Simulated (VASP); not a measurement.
# Ta (Pm-3m) in VASP: notebook

The runs below take Ta through relaxation of cell and atoms, with LDA.

Everything below comes from runs of VASP 6.6.1. Logs are shortened: lines on timing, memory, paths and dates and some standing lists are left out, and cuts for length are marked.

### Step 1. The cell of the first run

Symmetry: Pm-3m, No. 221, cubic system. The conventional cell has a = 2.710 Å, b = 2.710 Å, c = 2.710 Å, α = 90.00°, β = 90.00°, γ = 90.00°. Within 3.6 Å of Ta (site symmetry m-3m) lie 6 Ta at 2.71 Å.

### Step 2. Relaxation of cell and atoms, LDA, target pressure 10 GPa, at which the enthalpy is minimised

The input, INCAR:

```
  PREC = Accurate
  ENCUT = 500
  EDIFF = 1E-7
  ISMEAR = -1
  SIGMA = 0.05
  LREAL = F
  LASPH = T
  NELM = 120
  ALGO = Normal
  ISIF = 3
  LWAVE = F
  LCHARG = F
  IBRION = 2
  NSW = 60
  EDIFFG = -0.01
  PSTRESS = 100.0
  GGA_COMPAT = F
  NELMIN = 4
```

The input, KPOINTS:

```
Automatic mesh
0
Gamma
  6 6 6
```

The input, POSCAR:

```
Ta
1.0
    2.7100000000      0.0000000000      0.0000000000
    0.0000000000      2.7100000000      0.0000000000
    0.0000000000      0.0000000000      2.7100000000
Ta
1
Direct
    0.0000000000      0.0000000000      0.0000000000
```

Potentials or basis: VASP PAW LDA potentials, release 64 (Ta_pv).

Command:

```console
$ cat potpaw_LDA.64/Ta_pv/POTCAR > POTCAR
$ mpirun -np 1 vasp_std > vasp.out
```

OUTCAR:

```text
PREC = Accurate
   ENCUT = 500
   EDIFF = 1E-7
   ISMEAR = -1
   LREAL = F
   LASPH = T
   NELM = 120
   ISIF = 3
   IBRION = 2
   NSW = 60
   EDIFFG = -0.01
   PSTRESS = 100.0
   NELMIN = 4

 ion  position               nearest neighbor table
   1  0.000  0.000  0.000-

  LATTYP: Found a simple cubic cell.
 ALAT       =     2.7100000000

  Lattice vectors:

 A1 = (   2.7100000000,   0.0000000000,   0.0000000000)
 A2 = (   0.0000000000,   2.7100000000,   0.0000000000)
 A3 = (   0.0000000000,   0.0000000000,   2.7100000000)

Analysis of symmetry for initial positions (statically):
=====================================================================
 Subroutine PRICEL returns:
 Original cell was already a primitive cell.

 Routine SETGRP: Setting up the symmetry group for a
 simple cubic supercell.

 Subroutine GETGRP returns: Found 48 space group operations
 (whereof 48 operations were pure point group operations)
 out of a pool of 48 trial point group operations.

The static configuration has the point symmetry O_h .

Analysis of symmetry for dynamics (positions and initial velocities):
=====================================================================
 Subroutine PRICEL returns:
 Original cell was already a primitive cell.

 Routine SETGRP: Setting up the symmetry group for a
 simple cubic supercell.

 Subroutine GETGRP returns: Found 48 space group operations
 (whereof 48 operations were pure point group operations)
 out of a pool of 48 trial point group operations.

The dynamic configuration has the point symmetry O_h .

 Subroutine INISYM returns: Found 48 space group operations
 (whereof 48 operations are pure point group operations),
 and found     1 'primitive' translations

----------------------------------------------------------------------------------------

                                     Primitive cell

  volume of cell :      19.9025

  direct lattice vectors                    reciprocal lattice vectors
     2.710000000  0.000000000  0.000000000     0.369003690  0.000000000  0.000000000
     0.000000000  2.710000000  0.000000000     0.000000000  0.369003690  0.000000000
     0.000000000  0.000000000  2.710000000     0.000000000  0.000000000  0.369003690

  length of vectors
     2.710000000  2.710000000  2.710000000     0.369003690  0.369003690  0.369003690

  position of ions in fractional coordinates (direct lattice)
     0.000000000  0.000000000  0.000000000

  ion indices of the primitive-cell ions
   primitive index   ion index
                 1           1

----------------------------------------------------------------------------------------

 KPOINTS: Automatic mesh

Automatic generation of k-mesh.
 Grid dimensions read from file:
 generate k-points for:    6    6    6

 Generating k-lattice:

  Cartesian coordinates                     Fractional coordinates (reciprocal lattice)
     0.061500615  0.000000000  0.000000000     0.166666667  0.000000000  0.000000000
     0.000000000  0.061500615  0.000000000     0.000000000  0.166666667  0.000000000
     0.000000000  0.000000000  0.061500615     0.000000000  0.000000000  0.166666667

  Length of vectors
     0.061500615  0.061500615  0.061500615

  Shift w.r.t. Gamma in fractional coordinates (k-lattice)
     0.000000000  0.000000000  0.000000000

 Subroutine IBZKPT returns following result:
 ===========================================

 Found     20 irreducible k-points:

 Following reciprocal coordinates:
            Coordinates               Weight
  0.000000  0.000000  0.000000      1.000000
  0.166667  0.000000  0.000000      6.000000
  0.333333  0.000000  0.000000      6.000000
  0.500000  0.000000  0.000000      3.000000
  0.166667  0.166667  0.000000     12.000000
  0.333333  0.166667  0.000000     24.000000
[... 12 lines left out ...]
  0.500000  0.500000  0.333333      6.000000
  0.500000  0.500000  0.500000      1.000000
   k-points           NKPTS =     20   k-points in BZ     NKDIM =     20   number of bands    NBANDS=      9
   number of dos      NEDOS =    301   number of ions     NIONS =      1
   total plane-waves  NPLWV =   8000
   dimension x,y,z NGX =    20 NGY =   20 NGZ =   20
   dimension x,y,z NGXF=    40 NGYF=   40 NGZF=   40
   ions per type =               1
   NGX,Y,Z   is equivalent  to a cutoff of  12.27, 12.27, 12.27 a.u.
   NGXF,Y,Z  is equivalent  to a cutoff of  24.54, 24.54, 24.54 a.u.
 SYSTEM =  unknown system
   PREC   = accura    normal or accurate (medium, high low for compatibility)
   ISTART =      0    job   : 0-new  1-cont  2-samecut
   ICHARG =      2    charge: 1-file 2-atom 10-const
   ISPIN  =      1    spin polarized calculation?
   LNONCOLLINEAR =      F non collinear calculations
   LSORBIT =      F    spin-orbit coupling
   LASPH  =      T    aspherical Exc in radial PAW
   ENCUT  =  500.0 eV  36.75 Ry    6.06 a.u.   4.94  4.94  4.94*2*pi/ulx,y,z
   NELM   =    120;   NELMIN=  4; NELMDL= -5     # of ELM steps
   EDIFF  = 0.1E-06   stopping-criterion for ELM
   LREAL  =      F    real-space projection
   EDIFFG = -.1E-01   stopping-criterion for IOM
   NSW    =     60    number of steps for IOM
   IBRION =      2    ionic relax: 0-MD 1-quasi-New 2-CG
   NFREE  =      1    steps in history (QN), initial steepest desc. (CG)
   ISIF   =      3    stress and relaxation
   ISYM   =      2    0-nonsym 1-usesym 2-fastsym
   POTIM  = 0.5000    time-step for ionic-motion
   TEBEG  =    0.0;   TEEND  =   0.0 temperature during run
   PSTRESS=  100.0 pullay stress
   NELECT =      11.0000    total number of electrons
   NUPDOWN=      -1.0000    fix difference up-down
   EMIN   =  10.00;   EMAX   =-10.00  energy-range for DOS
   EFERMI =   0.00;   METHOD = LEGACY
   ISMEAR =    -1;   SIGMA  =   0.05  broadening in eV -4-tet -1-fermi 0-gaus
   EFERMI_NEDOS =   21; number of points for ismear=-14 and -15
   IALGO  =     38    algorithm
   IMIX   =      4    mixing-type and parameters
     AMIX     =   0.40;   BMIX     =  1.00
     AMIX_MAG =   1.60;   BMIX_MAG =  1.00
  volume/ion in A,a.u.               =      19.90       134.31
  Fermi-wavevector in a.u.,A,eV,Ry     =   1.343496  2.538840 24.558271  1.804982
  Thomas-Fermi vector in A             =   2.471565
   LORBIT       =      0    0 simple, 1 ext, 2 COOP (PROOUT), +10 PAW based schemes
   GGA     = CA    functional components
   LHFCALC =     F    Hartree Fock is set to
   AEXX    =    0.0000 exact exchange contribution
   IVDW    =     0    specifies the selected vdW correction
   LEPSILON=     F    determine dielectric tensor
   LRPA    =     F    only Hartree local field effects (RPA)
 conjugate gradient relaxation of ions
 non-spin polarized calculation
  energy-cutoff  :      500.00
  volume of cell :       19.90
 maximum number of plane-waves:       516
 NGX is ok and might be reduce to    20
   NGX =  9   NGY =  9   NGZ =  9

--------------------------------------- Ionic step        1  -------------------------------------------

 number of electron      11.0000004 magnetization

 Free energy of the ion-electron system (eV)
  ---------------------------------------------------
  ext. energy  EPLUGINS =         0.00000000
  ---------------------------------------------------
  free energy    TOTEN  =       -11.69577479 eV

  energy without entropy =      -11.68209878  energy(sigma->0) =      -11.68893678

------------------------ aborting loop because EDIFF is reached ----------------------------------------

  FORCE on cell =-STRESS in cart. coord.  units (eV):
  Direction    XX          YY          ZZ          XY          YZ          ZX
  --------------------------------------------------------------------------------------
  -------------------------------------------------------------------------------------
  Total       -0.2347401     -0.2347401     -0.2347401     -0.0000000     -0.0000000      0.0000000
  in kB      -18.8968768    -18.8968768    -18.8968768     -0.0000000     -0.0000000      0.0000000
  external PRESSURE =    -118.8968768 kB  Pullay stress =     100.0000000 kB

 VOLUME and BASIS-vectors are now :
 -----------------------------------------------------------------------------
  energy-cutoff  :      500.00
  volume of cell :       19.90
      direct lattice vectors                 reciprocal lattice vectors
     2.710000000  0.000000000  0.000000000     0.369003690  0.000000000  0.000000000
     0.000000000  2.710000000  0.000000000     0.000000000  0.369003690  0.000000000
     0.000000000  0.000000000  2.710000000     0.000000000  0.000000000  0.369003690
[... 192 lines left out ...]
  FREE ENERGIE OF THE ION-ELECTRON SYSTEM (eV)
  ---------------------------------------------------
  free  energy   TOTEN  =       -11.6684905460 eV

  energy  without entropy=      -11.6558670930  energy(sigma->0) =      -11.66217882

  enthalpy is  TOTEN    =       -10.5019820460 eV   P V=        1.1665085000

--------------------------------------- Ionic step        7  -------------------------------------------

 number of electron      10.9999995 magnetization

 Free energy of the ion-electron system (eV)
  ---------------------------------------------------
  ext. energy  EPLUGINS =         0.00000000
  ---------------------------------------------------
  free energy    TOTEN  =       -11.66692736 eV

  energy without entropy =      -11.65432283  energy(sigma->0) =      -11.66062509

 E-fermi :   5.0377     XC(G=0): -12.4820

 val. band max:        4.9622039975   @ k =   0.3333   0.1667   0.0000
 cond. band min:       5.0561841587   @ k =   0.5000   0.1667   0.1667
 fundamental gap:      0.0939801612
 Fermi energy:         5.0376540877

 k-point     1 :       0.0000    0.0000    0.0000
  band No.  band energies     occupation
      1     -27.7097      2.00000
      2     -27.7097      2.00000
      3     -27.7097      2.00000
      4      -2.4022      2.00000
      5       2.2167      2.00000
      6       2.2167      2.00000
      7      11.9953      0.00000
      8      11.9953      0.00000
      9      11.9953      0.00000

 k-point     2 :       0.1667    0.0000    0.0000
  band No.  band energies     occupation
      1     -28.1461      2.00000
      2     -27.6723      2.00000
      3     -27.6723      2.00000
      4      -1.5418      2.00000
      5       2.4614      2.00000
      6       3.2119      2.00000
      7      10.5193      0.00000
      8      10.5193      0.00000
      9      12.1106      0.00000
[... 236 lines left out ...]
 POSITION                                       TOTAL-FORCE (eV/Angst)
 -----------------------------------------------------------------------------------
     -0.00000     -0.00000      0.00000        -0.000000     -0.000000      0.000000
 -----------------------------------------------------------------------------------
    total drift:                                0.000000      0.000000     -0.000000

  FREE ENERGIE OF THE ION-ELECTRON SYSTEM (eV)
  ---------------------------------------------------
  free  energy   TOTEN  =       -11.6669273613 eV

  energy  without entropy=      -11.6543228262  energy(sigma->0) =      -11.66062509

  enthalpy is  TOTEN    =       -10.5020046649 eV   P V=        1.1649226964

 reached required accuracy - stopping structural energy minimisation
```

It took 23 s on 1 thread of Intel Xeon 8259CL, shared host; peak memory 0.13 GiB.

Results:

```
Free energy                                            : -11.6669 eV
Relaxed volume                                         : 18.66 Å³/atom
Relaxed cell                                           : a = 2.653 Å, b = 2.653 Å, c = 2.653 Å, α = 90.00°, β = 90.00°, γ = 90.00°
Space group after relaxing (to 0.05 Å)                 : Pm-3m (No. 221)
Energy change on relaxing (the enthalpy is what falls) : +28.8 meV/atom
Ionic steps                                            : 7
Pressure after relaxing                                : 10.0 GPa
```

Step by step:
```csv
step,energy change (eV),largest force (eV/Å),pressure (GPa),volume (Å³)
1,0.0000,0.0000,-1.89,19.90
2,0.5352,0.0000,55.13,15.94
3,0.0245,0.0000,9.19,18.74
4,0.0282,0.0000,9.88,18.68
5,0.0297,0.0000,10.14,18.65
6,0.0273,0.0000,9.72,18.69
7,0.0288,0.0000,10.00,18.66
```

Final structure:
```
Ta
1.0
     2.65258    0.00000    0.00000
     0.00000    2.65258    0.00000
     0.00000    0.00000    2.65258
Ta
1
Direct
  0.00000 0.00000 0.00000
```

Levels at points of the mesh, in eV from the Fermi level:
| k point | band 3 | band 4 | band 5 | band 6 | band 7 | band 8 | band 9 |
| --- | --- | --- | --- | --- | --- | --- | --- |
| (0.00, 0.00, 0.00) | -32.75 | -7.44 | -2.82 | -2.82 | 6.96 | 6.96 | 6.96 |
| (0.50, 0.00, 0.00) | -32.60 | -3.74 | -1.73 | 0.37 | 2.65 | 2.65 | 7.44 |
| (0.50, 0.50, 0.00) | -32.45 | -4.47 | -1.30 | 3.55 | 3.55 | 5.97 | 5.97 |
| (0.50, 0.50, 0.50) | -33.92 | -2.64 | -2.64 | -2.64 | 7.72 | 10.32 | 10.32 |

Caveat: the k points lie up to 0.39 Å⁻¹ apart in the final cell; the cell is relaxed towards a set pressure, so the enthalpy falls and the energy may rise; spin-orbit coupling is left out, which moves the levels of the heavy elements.

### Step 3. Relaxation of cell and atoms, LDA, target pressure 20 GPa, at which the enthalpy is minimised

The input, INCAR:

```
SYSTEM = Ta
PREC = Accurate
ENCUT = 500
EDIFF = 1E-7
ISMEAR = -1
SIGMA = 0.05
LREAL = .FALSE.
LASPH = .TRUE.
NELM = 120
ALGO = Normal
ISIF = 3
LWAVE = .FALSE.
LCHARG = .FALSE.
GGA = CA
IBRION = 2
NSW = 60
EDIFFG = -0.01
PSTRESS = 200.0
GGA_COMPAT = .FALSE.
NELMIN = 4
```

The input, KPOINTS:

```
regular mesh
0
G
  6 6 6
  0 0 0
```

POSCAR is that of step 2.

Potentials or basis: VASP PAW LDA potentials, release 64 (Ta_pv).

Command:

```console
$ cat potpaw_LDA.64/Ta_pv/POTCAR > POTCAR
$ mpirun -np 1 vasp_std > vasp.out
```

Run time: 20 s. Hardware: 1 thread of Intel Xeon 8259CL, shared host; peak memory 0.13 GiB.

It converged, with:

| Item | Value |
| --- | --- |
| Free energy | -11.5930 eV |
| Relaxed volume | 17.87 Å³/atom |
| Relaxed cell | a = 2.614 Å, b = 2.614 Å, c = 2.614 Å, α = 90.00°, β = 90.00°, γ = 90.00° |
| Space group after relaxing (to 0.05 Å) | Pm-3m (No. 221) |
| Energy change on relaxing (the enthalpy is what falls) | +102.7 meV/atom |
| Ionic steps | 5 |
| Pressure after relaxing | 20.0 GPa |

Step by step:
```csv
step,energy change (eV),largest force (eV/Å),pressure (GPa),volume (Å³)
1,0.0000,0.0000,-1.89,19.90
2,2.3052,0.0000,150.86,13.05
3,0.0670,0.0000,15.73,18.19
4,0.0937,0.0000,18.99,17.94
5,0.1027,0.0000,20.01,17.87
```

Final structure:
```yaml
crystal:
  lattice:
    - [2.61421, 0.00000, 0.00000]
    - [0.00000, 2.61421, 0.00000]
    - [0.00000, 0.00000, 2.61421]
  atoms:
    - { symbol: Ta, position: [0.00000, 0.00000, 0.00000] }
```

Levels at points of the mesh, in eV from the Fermi level:
```
           k point  band 4  band 5  band 6  band 7  band 8  band 9
(0.00, 0.00, 0.00)   -7.60   -3.02   -3.02    7.31    7.31    7.31
(0.50, 0.00, 0.00)   -3.80   -1.86    0.45    2.71    2.71    7.82
(0.50, 0.50, 0.00)   -4.79   -1.32    3.67    3.67    6.28    6.28
(0.50, 0.50, 0.50)   -2.86   -2.86   -2.86    7.66   10.88   10.88
```

Caveat: the k points lie up to 0.40 Å⁻¹ apart in the final cell; the cell is relaxed towards a set pressure, so the enthalpy falls and the energy may rise; spin-orbit coupling is left out, which moves the levels of the heavy elements.

### Step 4. Relaxation of cell and atoms, LDA, target pressure 30 GPa, at which the enthalpy is minimised

The input, INCAR:

```
  ALGO = Normal
  EDIFF = 1E-7
  EDIFFG = -0.01
  ENCUT = 500
  GGA = CA
  GGA_COMPAT = False
  IBRION = 2
  ISIF = 3
  ISMEAR = -1
  LASPH = True
  LCHARG = False
  LREAL = False
  LWAVE = False
  NELM = 120
  NELMIN = 4
  NSW = 60
  PREC = Accurate
  PSTRESS = 300.0
  SIGMA = 0.05
```

The input, KPOINTS:

```
k-points
0
Gamma
  6 6 6
```

POSCAR is that of step 3.

Command:

```console
$ cat potpaw_LDA.64/Ta_pv/POTCAR > POTCAR
$ mpirun -np 1 vasp_std > vasp.out
```

It took 20 s on 1 thread of Intel Xeon 8259CL, shared host; peak memory 0.13 GiB.

It converged, with:

```
Free energy                                            : -11.4911 eV
Relaxed volume                                         : 17.21 Å³/atom
Relaxed cell                                           : a = 2.582 Å, b = 2.582 Å, c = 2.582 Å, α = 90.00°, β = 90.00°, γ = 90.00°
Space group after relaxing (to 0.05 Å)                 : Pm-3m (No. 221)
Energy change on relaxing (the enthalpy is what falls) : +204.7 meV/atom
Ionic steps                                            : 5
Pressure after relaxing                                : 30.0 GPa
```

Step by step:
| step | energy change (eV) | largest force (eV/Å) | pressure (GPa) | volume (Å³) |
| --- | --- | --- | --- | --- |
| 1 | 0.0000 | 0.0000 | -1.89 | 19.90 |
| 2 | 6.0365 | 0.0000 | 350.43 | 10.53 |
| 3 | 0.1235 | 0.0000 | 22.26 | 17.71 |
| 4 | 0.1740 | 0.0000 | 27.25 | 17.38 |
| 5 | 0.2047 | 0.0000 | 30.03 | 17.21 |

Final structure:
```cif
data_structure
_symmetry_space_group_name_H-M 'P 1'
_symmetry_Int_Tables_number 1
_cell_length_a 2.5818
_cell_length_b 2.5818
_cell_length_c 2.5818
_cell_angle_alpha 90.000
_cell_angle_beta 90.000
_cell_angle_gamma 90.000
_cell_volume 17.21
loop_
_atom_site_label
_atom_site_type_symbol
_atom_site_fract_x
_atom_site_fract_y
_atom_site_fract_z
_atom_site_occupancy
Ta1 Ta 0.00000 0.00000 0.00000 1
```

Levels at points of the mesh, in eV from the Fermi level:
```
           k point  band 4  band 5  band 6  band 7  band 8  band 9
(0.00, 0.00, 0.00)   -7.74   -3.19   -3.19    7.61    7.61    7.61
(0.50, 0.00, 0.00)   -3.85   -1.98    0.52    2.76    2.76    8.16
(0.50, 0.50, 0.00)   -5.08   -1.35    3.78    3.78    6.55    6.55
(0.50, 0.50, 0.50)   -3.07   -3.07   -3.07    7.61   11.39   11.39
```

Caveat: the k points lie up to 0.41 Å⁻¹ apart in the final cell; the cell is relaxed towards a set pressure, so the enthalpy falls and the energy may rise; spin-orbit coupling is left out, which moves the levels of the heavy elements.

### Step 5. The runs side by side

| cell | gap on the mesh (eV) | pressure (GPa) |
| --- | --- | --- |
| relaxed to 10 GPa | none | 10.0 |
| relaxed to 20 GPa | none | 20.0 |
| relaxed to 30 GPa | none | 30.0 |

Alike in all rows: task relaxation of cell and atoms; level LDA; potentials or basis VASP PAW LDA potentials, release 64 (Ta_pv); no spin polarisation; k mesh 6 × 6 × 6; cutoff (eV) 500; smearing fermi-dirac 0.05 eV.

Caveats: all runs use coarse meshes; the cell is relaxed towards a set pressure, so the enthalpy falls and the energy may rise; spin-orbit coupling is left out, which moves the levels of the heavy elements.

Absolute energies hang on the potentials; compare differences alone.
